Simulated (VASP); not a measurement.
A run of VASP 6.6.1 is set up as follows.

File INCAR:

```
SYSTEM = NbBr3
ALGO = Normal
EDIFF = 1E-6
ENCUT = 500
GGA = PE
GGA_COMPAT = .FALSE.
ISIF = 2
ISMEAR = 0
ISPIN = 2
KPAR = 4
LASPH = .TRUE.
LCHARG = .FALSE.
LMAXMIX = 4
LORBIT = 11
LREAL = .FALSE.
LWAVE = .FALSE.
MAGMOM = 1.15 -1.15 0 0 0 0 0 0
NBANDS = 48
NELM = 200
PREC = Accurate
SIGMA = 0.05
```

The input KPOINTS:

```
k-points
0
G
  6 6 3
  0 0 0
```

POSCAR

```
NbBr3
1.0
    5.1966798028      0.0000000000      0.0000000000
    0.0000000000      5.2897315567      5.2373579768
    0.0000000000      0.0000000001     10.4747159538
Nb Br
2 6
Direct
    0.0000000000      0.0000000000      0.0000000000
    0.0000000000      0.0000000000      0.5000000000
    0.5000000000      0.0000000000      0.0000000000
    0.0000000000      0.0000000000      0.2499999511
    0.0000000000      0.4999999022      0.7500000489
    0.5000000000      0.0000000000      0.5000000000
    0.0000000000      0.0000000000      0.7500000489
    0.0000000000      0.5000000978      0.2499999511
```

Potentials or basis: VASP PAW PBE potentials, release 64 (Nb_sv, Br).

Command:

```console
$ cat potpaw_PBE.64/Nb_sv/POTCAR potpaw_PBE.64/Br/POTCAR > POTCAR
$ mpirun -np 4 vasp_std > vasp.out
```

Estimate the site moments.

Nb +1.19, -1.19; Br -0.02, +0.00, +0.02 (each value once) μB.

Predict the net moment.

0.00 μB per cell.

What does it give for the pressure?

-0.4 GPa.

Stress tensor (GPa, compression positive):
```
-0.26  0.00  0.00
 0.00 -0.83  0.00
 0.00  0.00 -0.13
```
